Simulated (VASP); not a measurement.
# CaO (Fm-3m) in VASP: single point with r2SCAN

Aim: the single point of CaO with r2SCAN.

Everything below comes from runs of VASP 6.6.1. Logs are shortened: lines on timing, memory, paths and dates and some standing lists are left out, and cuts for length are marked.

### Step 1. The cell of the first run

It takes space group Fm-3m (No. 225, cubic). Conventional cell: a = 4.767 Å, b = 4.767 Å, c = 4.767 Å, α = 90.00°, β = 90.00°, γ = 90.00°. Ca (site symmetry m-3m) has 6 O at 2.38 Å within 3.1 Å. Within 3.1 Å of O (site symmetry m-3m) lie 6 Ca at 2.38 Å.

### Step 2. Single point, r2SCAN

POSCAR reads:

```
CaO
1.0
    0.0000000000      2.3832925573      2.3832925573
    2.3832925573      0.0000000000      2.3832925573
    2.3832925573      2.3832925573      0.0000000000
Ca O
1 1
Direct
    0.0000000000      0.0000000000      0.0000000000
    0.5000000000      0.5000000000      0.5000000000
```

INCAR.step1 reads:

```
  PREC = Accurate
  ENCUT = 660
  ISMEAR = 0
  SIGMA = 0.02
  LREAL = F
  LASPH = T
  NELM = 120
  NBANDS = 15
  GGA = PE
  ALGO = Normal
  EDIFF = 1E-5
  LWAVE = T
  LCHARG = F
  GGA_COMPAT = F
```

INCAR.step2 reads:

```
  PREC = Accurate
  ENCUT = 660
  EDIFF = 1E-6
  ISMEAR = 0
  SIGMA = 0.02
  LREAL = F
  LASPH = T
  NELM = 120
  ALGO = Normal
  ISIF = 2
  LWAVE = F
  LCHARG = F
  METAGGA = R2SCAN
  LMIXTAU = T
  NBANDS = 15
  ISTART = 1
  GGA_COMPAT = F
```

KPOINTS reads:

```
regular mesh
0
Gamma
  8 8 8
```

Potentials or basis: VASP PAW PBE potentials, release 64 (Ca_sv, O).

The run is started by

```console
cat potpaw_PBE.64/Ca_sv/POTCAR potpaw_PBE.64/O/POTCAR > POTCAR
cp INCAR.step1 INCAR
mpirun -np 1 vasp_std > vasp.out
cp INCAR.step2 INCAR
mpirun -np 1 vasp_std > vasp.out
```

OUTCAR:

```text
PREC = Accurate
   ENCUT = 660
   EDIFF = 1E-6
   ISMEAR = 0
   LREAL = F
   LASPH = T
   NELM = 120
   ISIF = 2
   METAGGA = R2SCAN
   ISTART = 1

 ion  position               nearest neighbor table
   1  0.000  0.000  0.000-   2 2.38   2 2.38   2 2.38   2 2.38   2 2.38   2 2.38
   2  0.500  0.500  0.500-   1 2.38   1 2.38   1 2.38   1 2.38   1 2.38   1 2.38

  LATTYP: Found a face centered cubic cell.
 ALAT       =     4.7665851146

  Lattice vectors:

 A1 = (   0.0000000000,   2.3832925573,   2.3832925573)
 A2 = (   2.3832925573,   0.0000000000,   2.3832925573)
 A3 = (   2.3832925573,   2.3832925573,   0.0000000000)

Analysis of symmetry for initial positions (statically):
=====================================================================
 Subroutine PRICEL returns:
 Original cell was already a primitive cell.

 Routine SETGRP: Setting up the symmetry group for a
 face centered cubic supercell.

 Subroutine GETGRP returns: Found 48 space group operations
 (whereof 48 operations were pure point group operations)
 out of a pool of 48 trial point group operations.

The static configuration has the point symmetry O_h .

Analysis of symmetry for dynamics (positions and initial velocities):
=====================================================================
 Subroutine PRICEL returns:
 Original cell was already a primitive cell.

 Routine SETGRP: Setting up the symmetry group for a
 face centered cubic supercell.

 Subroutine GETGRP returns: Found 48 space group operations
 (whereof 48 operations were pure point group operations)
 out of a pool of 48 trial point group operations.

The dynamic configuration has the point symmetry O_h .

 Subroutine INISYM returns: Found 48 space group operations
 (whereof 48 operations are pure point group operations),
 and found     1 'primitive' translations

----------------------------------------------------------------------------------------

                                     Primitive cell

  volume of cell :      27.0746

  direct lattice vectors                    reciprocal lattice vectors
     0.000000000  2.383292557  2.383292557    -0.209793799  0.209793799  0.209793799
     2.383292557  0.000000000  2.383292557     0.209793799 -0.209793799  0.209793799
     2.383292557  2.383292557  0.000000000     0.209793799  0.209793799 -0.209793799

  length of vectors
     3.370484658  3.370484658  3.370484658     0.363373519  0.363373519  0.363373519

  position of ions in fractional coordinates (direct lattice)
     0.000000000  0.000000000  0.000000000
     0.500000000  0.500000000  0.500000000

  ion indices of the primitive-cell ions
   primitive index   ion index
                 1           1
                 2           2

----------------------------------------------------------------------------------------

 KPOINTS: regular mesh

Automatic generation of k-mesh.
 Grid dimensions read from file:
 generate k-points for:    8    8    8

 Generating k-lattice:

  Cartesian coordinates                     Fractional coordinates (reciprocal lattice)
    -0.026224225  0.026224225  0.026224225     0.125000000  0.000000000  0.000000000
     0.026224225 -0.026224225  0.026224225     0.000000000  0.125000000  0.000000000
     0.026224225  0.026224225 -0.026224225     0.000000000  0.000000000  0.125000000

  Length of vectors
     0.045421690  0.045421690  0.045421690

  Shift w.r.t. Gamma in fractional coordinates (k-lattice)
     0.000000000  0.000000000  0.000000000

 Subroutine IBZKPT returns following result:
 ===========================================

 Found     29 irreducible k-points:

 Following reciprocal coordinates:
            Coordinates               Weight
  0.000000  0.000000  0.000000      1.000000
  0.125000  0.000000  0.000000      8.000000
  0.250000  0.000000  0.000000      8.000000
  0.375000  0.000000  0.000000      8.000000
  0.500000  0.000000  0.000000      4.000000
  0.125000  0.125000  0.000000      6.000000
[... 16 lines left out ...]
  0.500000  0.250000  0.125000     48.000000
 -0.375000  0.250000  0.125000     24.000000
 [... further k-points ...]
   k-points           NKPTS =     29   k-points in BZ     NKDIM =     29   number of bands    NBANDS=     15
   number of dos      NEDOS =    301   number of ions     NIONS =      2
   total plane-waves  NPLWV =  21952
   dimension x,y,z NGX =    28 NGY =   28 NGZ =   28
   dimension x,y,z NGXF=    56 NGYF=   56 NGZF=   56
   ions per type =               1   1
   NGX,Y,Z   is equivalent  to a cutoff of  13.81, 13.81, 13.81 a.u.
   NGXF,Y,Z  is equivalent  to a cutoff of  27.62, 27.62, 27.62 a.u.
 SYSTEM =  unknown system
   PREC   = accura    normal or accurate (medium, high low for compatibility)
   ISTART =      1    job   : 0-new  1-cont  2-samecut
   ICHARG =      0    charge: 1-file 2-atom 10-const
   ISPIN  =      1    spin polarized calculation?
   LNONCOLLINEAR =      F non collinear calculations
   LSORBIT =      F    spin-orbit coupling
   LASPH  =      T    aspherical Exc in radial PAW
   ENCUT  =  660.0 eV  48.51 Ry    6.96 a.u.   7.06  7.06  7.06*2*pi/ulx,y,z
   NELM   =    120;   NELMIN=  2; NELMDL=  0     # of ELM steps
   EDIFF  = 0.1E-05   stopping-criterion for ELM
   LREAL  =      F    real-space projection
   EDIFFG = 0.1E-04   stopping-criterion for IOM
   NSW    =      0    number of steps for IOM
   IBRION =     -1    ionic relax: 0-MD 1-quasi-New 2-CG
   NFREE  =      0    steps in history (QN), initial steepest desc. (CG)
   ISIF   =      2    stress and relaxation
   ISYM   =      2    0-nonsym 1-usesym 2-fastsym
   POTIM  = 0.5000    time-step for ionic-motion
   TEBEG  =    0.0;   TEEND  =   0.0 temperature during run
   PSTRESS=    0.0 pullay stress
   NELECT =      16.0000    total number of electrons
   NUPDOWN=      -1.0000    fix difference up-down
   EMIN   =  10.00;   EMAX   =-10.00  energy-range for DOS
   EFERMI =   0.00;   METHOD = LEGACY
   ISMEAR =     0;   SIGMA  =   0.02  broadening in eV -4-tet -1-fermi 0-gaus
   EFERMI_NEDOS =   21; number of points for ismear=-14 and -15
   IALGO  =     38    algorithm
   IMIX   =      4    mixing-type and parameters
     AMIX     =   0.40;   BMIX     =  1.00
     AMIX_MAG =   1.60;   BMIX_MAG =  1.00
  volume/ion in A,a.u.               =      13.54        91.35
  Fermi-wavevector in a.u.,A,eV,Ry     =   1.373813  2.596129 25.679103  1.887361
  Thomas-Fermi vector in A             =   2.499296
   LORBIT       =      0    0 simple, 1 ext, 2 COOP (PROOUT), +10 PAW based schemes
   METAGGA = R2SCAN    functional components
   LHFCALC =     F    Hartree Fock is set to
   AEXX    =    0.0000 exact exchange contribution
   IVDW    =     0    specifies the selected vdW correction
   LEPSILON=     F    determine dielectric tensor
   LRPA    =     F    only Hartree local field effects (RPA)
 non-spin polarized calculation
 Gauss-broadening in eV      SIGMA  =   0.02
  energy-cutoff  :      660.00
  volume of cell :       27.07
 maximum number of plane-waves:      1056
   NGX = 15   NGY = 15   NGZ = 15

 number of electron      15.9999997 magnetization

 Free energy of the ion-electron system (eV)
  ---------------------------------------------------
  ext. energy  EPLUGINS =         0.00000000
  ---------------------------------------------------
  free energy    TOTEN  =       -19.45168592 eV

  energy without entropy =      -19.45168592  energy(sigma->0) =      -19.45168592

 E-fermi :   2.2716     XC(G=0): -11.2064

 val. band max:        2.1544557994   @ k =   0.0000   0.0000   0.0000
 cond. band min:       6.3373677173   @ k =   0.5000   0.5000   0.0000
 fundamental gap:      4.1829119179
 Fermi energy:         2.2715653467

 k-point     1 :       0.0000    0.0000    0.0000
  band No.  band energies     occupation
      1     -36.7954      2.00000
      2     -16.6689      2.00000
      3     -16.6689      2.00000
      4     -16.6689      2.00000
      5     -14.3668      2.00000
      6       2.1545      2.00000
      7       2.1545      2.00000
      8       2.1545      2.00000
      9       7.7974      0.00000
     10       9.0716      0.00000
     11       9.0716      0.00000
     12       9.0716      0.00000
     13      10.7106      0.00000
     14      10.7106      0.00000
     15      18.0934      0.00000

 k-point     2 :       0.1250    0.0000    0.0000
  band No.  band energies     occupation
      1     -36.7789      2.00000
      2     -16.9435      2.00000
      3     -16.6768      2.00000
      4     -16.6768      2.00000
      5     -14.0842      2.00000
      6       1.6325      2.00000
      7       1.9375      2.00000
      8       1.9375      2.00000
      9       8.4818      0.00000
     10       9.0298      0.00000
     11       9.3511      0.00000
     12       9.3511      0.00000
     13      11.0996      0.00000
     14      11.0996      0.00000
     15      18.7227      0.00000

 k-point     3 :       0.2500    0.0000    0.0000
  band No.  band energies     occupation
      1     -36.7389      2.00000
      2     -17.4521      2.00000
      3     -16.6959      2.00000
      4     -16.6959      2.00000
      5     -13.5546      2.00000
      6       0.6237      2.00000
      7       1.4702      2.00000
      8       1.4702      2.00000
      9       9.1129      0.00000
     10       9.9703      0.00000
     11      10.0864      0.00000
     12      10.0864      0.00000
     13      12.0384      0.00000
     14      12.0384      0.00000
     15      19.1803      0.00000

 k-point     4 :       0.3750    0.0000    0.0000
  band No.  band energies     occupation
      1     -36.6984      2.00000
      2     -17.8535      2.00000
      3     -16.7148      2.00000
      4     -16.7148      2.00000
      5     -13.1292      2.00000
      6      -0.2011      2.00000
      7       1.0619      2.00000
      8       1.0619      2.00000
      9       9.5978      0.00000
     10      10.9417      0.00000
     11      10.9417      0.00000
     12      11.2068      0.00000
     13      13.0596      0.00000
     14      13.0596      0.00000
     15      18.2270      0.00000
[... 307 lines left out ...]
 k-point    22 :       0.3750    0.2500    0.1250
  band No.  band energies     occupation
      1     -36.7098      2.00000
      2     -17.4894      2.00000
      3     -16.8404      2.00000
      4     -16.7342      2.00000
      5     -13.5174      2.00000
      6       0.3156      2.00000
      7       1.3517      2.00000
      8       1.6446      2.00000
      9       8.1654      0.00000
     10      10.1878      0.00000
     11      10.8197      0.00000
     12      11.1803      0.00000
     13      12.0278      0.00000
     14      13.3336      0.00000
     15      19.6895      0.00000

 k-point    23 :       0.5000    0.2500    0.1250
  band No.  band energies     occupation
      1     -36.6777      2.00000
      2     -17.6611      2.00000
      3     -16.9094      2.00000
      4     -16.7747      2.00000
      5     -13.3626      2.00000
      6       0.1386      2.00000
      7       1.0520      2.00000
      8       1.3092      2.00000
      9       8.7015      0.00000
     10      10.4849      0.00000
     11      11.4493      0.00000
     12      11.6213      0.00000
     13      13.0342      0.00000
     14      14.3227      0.00000
     15      18.2542      0.00000

 k-point    24 :      -0.3750    0.2500    0.1250
  band No.  band energies     occupation
      1     -36.6644      2.00000
      2     -17.7298      2.00000
      3     -16.9245      2.00000
      4     -16.8032      2.00000
      5     -13.3038      2.00000
      6       0.0908      2.00000
      7       1.0122      2.00000
      8       1.0662      2.00000
      9       9.6372      0.00000
     10       9.7277      0.00000
     11      11.7579      0.00000
     12      12.0229      0.00000
     13      13.3361      0.00000
     14      15.1412      0.00000
     15      17.3713      0.00000

 [... further k-points ...]

------------------------ aborting loop because EDIFF is reached ----------------------------------------

  FORCE on cell =-STRESS in cart. coord.  units (eV):
  Direction    XX          YY          ZZ          XY          YZ          ZX
  --------------------------------------------------------------------------------------
  -------------------------------------------------------------------------------------
  Total        0.5287995      0.5287995      0.5287995      0.0000000     -0.0000000      0.0000000
  in kB       31.2924464     31.2924464     31.2924464      0.0000000     -0.0000000      0.0000000
  external PRESSURE =      31.2924464 kB  Pullay stress =       0.0000000 kB

 VOLUME and BASIS-vectors are now :
 -----------------------------------------------------------------------------
  energy-cutoff  :      660.00
  volume of cell :       27.07
      direct lattice vectors                 reciprocal lattice vectors
     0.000000000  2.383292557  2.383292557    -0.209793799  0.209793799  0.209793799
     2.383292557  0.000000000  2.383292557     0.209793799 -0.209793799  0.209793799
     2.383292557  2.383292557  0.000000000     0.209793799  0.209793799 -0.209793799

 POSITION                                       TOTAL-FORCE (eV/Angst)
 -----------------------------------------------------------------------------------
      0.00000      0.00000      0.00000        -0.000000     -0.000000     -0.000000
      2.38329      2.38329      2.38329         0.000000      0.000000      0.000000
 -----------------------------------------------------------------------------------
    total drift:                                0.000000      0.000000      0.000000

  FREE ENERGIE OF THE ION-ELECTRON SYSTEM (eV)
  ---------------------------------------------------
  free  energy   TOTEN  =       -19.4516859250 eV

  energy  without entropy=      -19.4516859250  energy(sigma->0) =      -19.45168592
```

It took 51 s on 1 thread of Intel Xeon 8259CL, shared host; peak memory 0.17 GiB.

Results:

- Free energy: -19.4517 eV
- Pressure: 3.1 GPa
- Band gap on the k mesh: 4.18 eV (least direct gap 4.55 eV)

Caveat: the cell stands under pressure; the PAW data sets were made with another functional, which shifts forces and pressure a little. r2SCAN opens gaps a little over a GGA but as a rule still falls short of measured ones.
